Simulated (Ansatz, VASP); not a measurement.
**Br: VASP beside Ansatz**

File INCAR:

```
SYSTEM = Br
  PREC = Accurate
  ENCUT = 520
  EDIFF = 1E-6
  ISMEAR = -1
  SIGMA = 0.08
  LREAL = .False.
  LASPH = .True.
  NELM = 80
  ALGO = Normal
  ISIF = 2
  LWAVE = .False.
  LCHARG = .True.
  GGA = PE
  LELF = .True.
  LVHAR = .True.
  NBANDS = 10
```

The input KPOINTS:

```
Automatic mesh
0
Gamma
  16 16 16
  0 0 0
```

The input POSCAR:

```
Br
1.0
   -1.3896060500      1.3896060500      1.3896060500
    1.3896060500     -1.3896060500      1.3896060500
    1.3896060500      1.3896060500     -1.3896060500
Br
1
Direct
    0.0000000000      0.0000000000      0.0000000000
```

Input for Ansatz:

```yaml
crystal:
  lattice:
    - [-1.38960605, 1.38960605, 1.38960605]
    - [1.38960605, -1.38960605, 1.38960605]
    - [1.38960605, 1.38960605, -1.38960605]
  atoms:
    - { symbol: Br, position: [0.0, 0.0, 0.0] }
kpoints:
  mp_grid: { grid: [16, 16, 16] }
  band_path:
    path:
      - [0.0, 0.0, 0.0]
      - [0.5, -0.5, 0.5]
      - [0.0, 0.0, 0.5]
      - [0.0, 0.0, 0.0]
      - [0.25, 0.25, 0.25]
      - [0.5, -0.5, 0.5]
      - [0.25, 0.25, 0.25]
      - [0.0, 0.0, 0.5]
    npoints: 8
scf:
  occupations: { method: fermi_dirac, width: 0.08 }
hamiltonian:
  xc: pbe
  pseudopotentials: { kind: all_electron, lapw: { basis_error: 0.001 } }
output:
  forces: true
  stress: true
  eigenvalues: true
  populations: true
  dos: { projected: true, de: 0.2, e_range: [-14, 8] }
```

Change from the starting cell: volume scaled by 0.4, LAPW.

Alike in both runs: task single point; functional PBE; k mesh 16 × 16 × 16; occupations fermi-dirac, width 0.08 eV; no spin polarisation.

```csv
,VASP,Ansatz
version,VASP 6.6.1,Ansatz 0.2.0
potentials or method,"VASP PAW PBE potentials, release 64 (Br), cutoff 520 eV","all-electron LAPW, scalar-relativistic"
```

```csv
,VASP,Ansatz,Ansatz less VASP
pressure (GPa),242.0,240.7,-1.28
```

Both programs put the cell under a high pressure, so it lies far from rest at this level. Ansatz ran all-electron here, and VASP with PAW potentials.

Noted on VASP's run: the cell as given lies far from equilibrium.
